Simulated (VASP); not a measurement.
# SnO2 (R-3m) in VASP: a series of runs, part 3 of 3

VASP 6.6.1.

## (6) Single point, PBEsol (atoms shifted along a free coordinate)

Contents of INCAR:

```
  ALGO = Normal
  EDIFF = 1E-6
  ENCUT = 520
  GGA = PS
  ISIF = 2
  ISMEAR = 0
  LASPH = True
  LCHARG = True
  LELF = True
  LREAL = False
  LVHAR = True
  LWAVE = False
  NBANDS = 20
  NELM = 80
  PREC = Accurate
  SIGMA = 0.05
```

Contents of KPOINTS:

```
k-points
0
Gamma
  12 12 12
```

Contents of POSCAR:

```
SnO2
1.0
    1.6471025567      0.9509551045      4.5249357463
   -1.6471025567      0.9509551045      4.5249357463
    0.0000000000     -1.9019102089      4.5249357463
Sn O
1 2
Direct
    0.5000000000      0.5000000000      0.5000000000
    0.2604838868      0.2604838868      0.2604838868
    0.7395161132      0.7395161132      0.7395161132
```

Potentials or basis: VASP PAW PBE potentials, release 64 (Sn_d, O).

Launch:

```bash
$ cat potpaw_PBE.64/Sn_d/POTCAR potpaw_PBE.64/O/POTCAR > POTCAR
$ mpirun -np 1 vasp_std > vasp.out
```

OUTCAR:

```text
EDIFF = 1E-6
   ENCUT = 520
   GGA = PS
   ISIF = 2
   ISMEAR = 0
   LASPH = True
   LREAL = False
   NELM = 80
   PREC = Accurate

 ion  position               nearest neighbor table
   1  0.500  0.500  0.500-   2 2.29   3 2.29   2 2.29   2 2.29   3 2.29   3 2.29
   2  0.260  0.260  0.260-   1 2.29   1 2.29   1 2.29
   3  0.740  0.740  0.740-   1 2.29   1 2.29   1 2.29

  LATTYP: Found a trigonal (rhomboedric) cell.
 ALAT       =     4.9083913812
 COS(alpha) =     0.7747872837

  Lattice vectors:

 A1 = (   1.6471025567,   0.9509551045,   4.5249357463)
 A2 = (  -1.6471025567,   0.9509551045,   4.5249357463)
 A3 = (   0.0000000000,  -1.9019102089,   4.5249357463)

Analysis of symmetry for initial positions (statically):
=====================================================================
 Subroutine PRICEL returns:
 Original cell was already a primitive cell.

 Routine SETGRP: Setting up the symmetry group for a
 trigonal (rhombohedral) supercell.

 Subroutine GETGRP returns: Found 12 space group operations
 (whereof 12 operations were pure point group operations)
 out of a pool of 12 trial point group operations.

The static configuration has the point symmetry D_3d.

Analysis of symmetry for dynamics (positions and initial velocities):
=====================================================================
 Subroutine PRICEL returns:
 Original cell was already a primitive cell.

 Routine SETGRP: Setting up the symmetry group for a
 trigonal (rhombohedral) supercell.

 Subroutine GETGRP returns: Found 12 space group operations
 (whereof 12 operations were pure point group operations)
 out of a pool of 12 trial point group operations.

The dynamic configuration has the point symmetry D_3d.

 Subroutine INISYM returns: Found 12 space group operations
 (whereof 12 operations are pure point group operations),
 and found     1 'primitive' translations

----------------------------------------------------------------------------------------

                                     Primitive cell

  volume of cell :      42.5250

  direct lattice vectors                    reciprocal lattice vectors
     1.647102557  0.950955104  4.524935746     0.303563368  0.175262392  0.073665871
    -1.647102557  0.950955104  4.524935746    -0.303563368  0.175262392  0.073665871
     0.000000000 -1.901910209  4.524935746     0.000000000 -0.350524785  0.073665871

  length of vectors
     4.908391381  4.908391381  4.908391381     0.358181916  0.358181916  0.358181917

  position of ions in fractional coordinates (direct lattice)
     0.500000000  0.500000000  0.500000000
     0.260483887  0.260483887  0.260483887
     0.739516113  0.739516113  0.739516113

  ion indices of the primitive-cell ions
   primitive index   ion index
                 1           1
                 2           2
                 3           3

----------------------------------------------------------------------------------------

 KPOINTS: k-points

Automatic generation of k-mesh.
 Grid dimensions read from file:
 generate k-points for:   12   12   12

 Generating k-lattice:

  Cartesian coordinates                     Fractional coordinates (reciprocal lattice)
     0.025296947  0.014605199  0.006138823     0.083333333 -0.000000000  0.000000000
    -0.025296947  0.014605199  0.006138823    -0.000000000  0.083333333  0.000000000
     0.000000000 -0.029210399  0.006138823     0.000000000  0.000000000  0.083333333

  Length of vectors
     0.029848493  0.029848493  0.029848493

  Shift w.r.t. Gamma in fractional coordinates (k-lattice)
     0.000000000  0.000000000  0.000000000

 Subroutine IBZKPT returns following result:
 ===========================================

 Found    189 irreducible k-points:

 Following reciprocal coordinates:
            Coordinates               Weight
  0.000000  0.000000  0.000000      1.000000
  0.083333 -0.000000 -0.000000      6.000000
  0.166667 -0.000000 -0.000000      6.000000
  0.250000 -0.000000 -0.000000      6.000000
  0.333333 -0.000000 -0.000000      6.000000
  0.416667 -0.000000  0.000000      6.000000
[... 16 lines left out ...]
  0.500000  0.166667 -0.000000     12.000000
 -0.416667  0.166667 -0.000000     12.000000
 [... further k-points ...]
   k-points           NKPTS =    189   k-points in BZ     NKDIM =    189   number of bands    NBANDS=     20
   number of dos      NEDOS =    301   number of ions     NIONS =      3
   total plane-waves  NPLWV =  64000
   dimension x,y,z NGX =    40 NGY =   40 NGZ =   40
   dimension x,y,z NGXF=    80 NGYF=   80 NGZF=   80
   ions per type =               1   2
   NGX,Y,Z   is equivalent  to a cutoff of  13.55, 13.55, 13.55 a.u.
   NGXF,Y,Z  is equivalent  to a cutoff of  27.10, 27.10, 27.10 a.u.
 SYSTEM =  unknown system
   PREC   = accura    normal or accurate (medium, high low for compatibility)
   ISTART =      0    job   : 0-new  1-cont  2-samecut
   ICHARG =      2    charge: 1-file 2-atom 10-const
   ISPIN  =      1    spin polarized calculation?
   LNONCOLLINEAR =      F non collinear calculations
   LSORBIT =      F    spin-orbit coupling
   LASPH  =      T    aspherical Exc in radial PAW
   ENCUT  =  520.0 eV  38.22 Ry    6.18 a.u.   9.13  9.13  9.13*2*pi/ulx,y,z
   NELM   =     80;   NELMIN=  2; NELMDL= -5     # of ELM steps
   EDIFF  = 0.1E-05   stopping-criterion for ELM
   LREAL  =      F    real-space projection
   EDIFFG = 0.1E-04   stopping-criterion for IOM
   NSW    =      0    number of steps for IOM
   IBRION =     -1    ionic relax: 0-MD 1-quasi-New 2-CG
   NFREE  =      0    steps in history (QN), initial steepest desc. (CG)
   ISIF   =      2    stress and relaxation
   ISYM   =      2    0-nonsym 1-usesym 2-fastsym
   POTIM  = 0.5000    time-step for ionic-motion
   TEBEG  =    0.0;   TEEND  =   0.0 temperature during run
   PSTRESS=    0.0 pullay stress
   NELECT =      26.0000    total number of electrons
   NUPDOWN=      -1.0000    fix difference up-down
   EMIN   =  10.00;   EMAX   =-10.00  energy-range for DOS
   EFERMI =   0.00;   METHOD = LEGACY
   ISMEAR =     0;   SIGMA  =   0.05  broadening in eV -4-tet -1-fermi 0-gaus
   EFERMI_NEDOS =   21; number of points for ismear=-14 and -15
   IALGO  =     38    algorithm
   IMIX   =      4    mixing-type and parameters
     AMIX     =   0.40;   BMIX     =  1.00
     AMIX_MAG =   1.60;   BMIX_MAG =  1.00
  volume/ion in A,a.u.               =      14.18        95.66
  Fermi-wavevector in a.u.,A,eV,Ry     =   1.389476  2.625730 26.268015  1.930645
  Thomas-Fermi vector in A             =   2.513503
   LORBIT       =      0    0 simple, 1 ext, 2 COOP (PROOUT), +10 PAW based schemes
   GGA     = PS    functional components
   LHFCALC =     F    Hartree Fock is set to
   AEXX    =    0.0000 exact exchange contribution
   IVDW    =     0    specifies the selected vdW correction
   LEPSILON=     F    determine dielectric tensor
   LRPA    =     F    only Hartree local field effects (RPA)
 non-spin polarized calculation
 Gauss-broadening in eV      SIGMA  =   0.05
  energy-cutoff  :      520.00
  volume of cell :       42.53
 maximum number of plane-waves:      1158
 NGX is ok and might be reduce to    40
   NGX = 19   NGY = 19   NGZ = 19

 number of electron      26.0000006 magnetization

 Free energy of the ion-electron system (eV)
  ---------------------------------------------------
  ext. energy  EPLUGINS =         0.00000000
  ---------------------------------------------------
  free energy    TOTEN  =       -18.13627159 eV

  energy without entropy =      -18.13627159  energy(sigma->0) =      -18.13627159

 E-fermi :   4.1680     XC(G=0): -10.7450

 val. band max:        3.8464945273   @ k =   0.3333   0.3333  -0.0000
 cond. band min:       4.4450029472   @ k =   0.0000   0.0000   0.0000
 fundamental gap:      0.5985084198
 Fermi energy:         4.1680333142

 k-point     1 :       0.0000    0.0000    0.0000
  band No.  band energies     occupation
      1     -16.3506      2.00000
      2     -16.3506      2.00000
      3     -16.3354      2.00000
      4     -16.2025      2.00000
      5     -16.2025      2.00000
      6     -13.5352      2.00000
[... 12 lines left out ...]
     19      19.3827      0.00000
[... 513 lines left out ...]
      4     -16.1963      2.00000
      5     -16.1817      2.00000
      6     -12.0967      2.00000
[... 12 lines left out ...]
     19      17.0114      0.00000
     20      19.6015      0.00000

 [... further k-points ...]

------------------------ aborting loop because EDIFF is reached ----------------------------------------

  FORCE on cell =-STRESS in cart. coord.  units (eV):
  Direction    XX          YY          ZZ          XY          YZ          ZX
  --------------------------------------------------------------------------------------
  -------------------------------------------------------------------------------------
  Total       -4.8581010     -4.8581010     -7.7084749      0.0000000     -0.0000000      0.0000000
  in kB     -183.0344319   -183.0344319   -290.4254843      0.0000000     -0.0000000      0.0000000
  external PRESSURE =    -218.8314494 kB  Pullay stress =       0.0000000 kB

 VOLUME and BASIS-vectors are now :
 -----------------------------------------------------------------------------
  energy-cutoff  :      520.00
  volume of cell :       42.53
      direct lattice vectors                 reciprocal lattice vectors
     1.647102557  0.950955104  4.524935746     0.303563368  0.175262392  0.073665871
    -1.647102557  0.950955104  4.524935746    -0.303563368  0.175262392  0.073665871
     0.000000000 -1.901910209  4.524935746     0.000000000 -0.350524785  0.073665871

 POSITION                                       TOTAL-FORCE (eV/Angst)
 -----------------------------------------------------------------------------------
      0.00000      0.00000      6.78740         0.000000      0.000000      0.000000
      0.00000      0.00000      3.53602        -0.000000     -0.000000     -3.415341
      0.00000      0.00000     10.03879        -0.000000      0.000000      3.415341
 -----------------------------------------------------------------------------------
    total drift:                               -0.000000      0.000000      0.000000

  FREE ENERGIE OF THE ION-ELECTRON SYSTEM (eV)
  ---------------------------------------------------
  free  energy   TOTEN  =       -18.1362715924 eV

  energy  without entropy=      -18.1362715924  energy(sigma->0) =      -18.13627159
```

OSZICAR:

```text
N       E                     dE             d eps       ncg     rms          rms(c)
DAV:   1     0.247617618064E+03    0.24762E+03   -0.13824E+04  7992   0.190E+03
DAV:   2     0.797841240850E+01   -0.23964E+03   -0.22739E+03  8216   0.487E+02
DAV:   3    -0.195284126397E+02   -0.27507E+02   -0.27047E+02  8836   0.137E+02
DAV:   4    -0.203357414728E+02   -0.80733E+00   -0.80653E+00  8360   0.252E+01
DAV:   5    -0.203510036200E+02   -0.15262E-01   -0.15262E-01  9048   0.374E+00    0.858E+00
DAV:   6    -0.182797076972E+02    0.20713E+01   -0.11629E+01 11400   0.579E+01    0.429E+00
DAV:   7    -0.181652465529E+02    0.11446E+00   -0.80482E-01  8188   0.721E+00    0.184E+00
DAV:   8    -0.181383311271E+02    0.26915E-01   -0.11619E-01  8148   0.297E+00    0.388E-01
DAV:   9    -0.181362077080E+02    0.21234E-02   -0.90779E-03 11608   0.871E-01    0.119E-01
DAV:  10    -0.181362333539E+02   -0.25646E-04   -0.19121E-03  8584   0.441E-01    0.318E-02
DAV:  11    -0.181362695149E+02   -0.36161E-04   -0.68693E-05  9604   0.868E-02    0.164E-02
DAV:  12    -0.181362714961E+02   -0.19812E-05   -0.10412E-05  8564   0.273E-02    0.444E-03
DAV:  13    -0.181362715924E+02   -0.96334E-07   -0.63825E-07  5548   0.648E-03
   1 F= -.18136272E+02 E0= -.18136272E+02  d E =-.770379E-18
```

stdout:

```text
POSCAR found type information on POSCAR SnO
 POSCAR found :  2 types and       3 ions
 scaLAPACK will be used
 -----------------------------------------------------------------------------
|                                                                             |
|                                                                             |
|     You enforced a specific xc type in the INCAR file but a different       |
|     I HOPE YOU KNOW WHAT YOU ARE DOING!                                     |
|                                                                             |
 -----------------------------------------------------------------------------

 LDA part: xc-table for (Slater+PW92), standard interpolation
 POSCAR, INCAR and KPOINTS ok, starting setup
 FFT: planning ... GRIDC
 FFT: planning ... GRID_SOFT
 FFT: planning ... GRID
 WAVECAR not read
 entering main loop
```

Run time: 2.1 min. Hardware: 1 thread of Intel Xeon 6975P-C (Granite Rapids), shared host; peak memory 0.33 GiB.

What came out:

```
Free energy            : -18.1363 eV
Pressure               : -21.9 GPa
Largest force          : 3.415 eV/Å
Band gap on the k mesh : 0.60 eV (least direct gap 0.67 eV)
```

Forces on the atoms (eV/Å):
```
Sn   0.000  0.000  0.000
O    0.000  0.000 -3.415
O    0.000  0.000  3.415
```

Stress tensor (GPa, compression positive):
```
-18.30   0.00   0.00
  0.00 -18.30   0.00
  0.00   0.00 -29.04
```

Caveat: the cell differs from its parent crystal (atoms shifted along a free coordinate); the cell stands under tension; the PAW data sets were made with another functional, which shifts forces and pressure a little; spin-orbit coupling is left out, which moves the levels of the heavy elements. A k mesh can miss the band edges.

## (7) The runs side by side

```tsv
cell	gap on the mesh (eV)	pressure (GPa)	largest force (eV/Å)
a = 4.868 Å, angles 39.2°, 3 atoms, atomic positions A	1.10	-12.6	1.51
a = 4.868 Å, angles 39.2°, 3 atoms, atomic positions B	1.42	-7.1	0.46
a = 4.868 Å, angles 39.2°, 3 atoms, atomic positions C	0.87	-16.9	2.47
a = 4.868 Å, angles 39.2°, 3 atoms, atomic positions D	1.82	7.8	1.89
a = 4.908 Å, angles 39.2°, 3 atoms, atomic positions E	0.60	-21.9	3.42
```

Alike in all rows: task single point; level PBEsol; potentials or basis VASP PAW PBE potentials, release 64 (Sn_d, O); no spin polarisation; k mesh 12 × 12 × 12; cutoff (eV) 520; smearing gaussian 0.05 eV.

Caveats: the PAW data sets were made with another functional, which shifts forces and pressure a little; spin-orbit coupling is left out, which moves the levels of the heavy elements; the cell stands under tension (at least some runs); the cell stands under pressure (at least some runs).

Absolute energies hang on the potentials; compare differences alone.
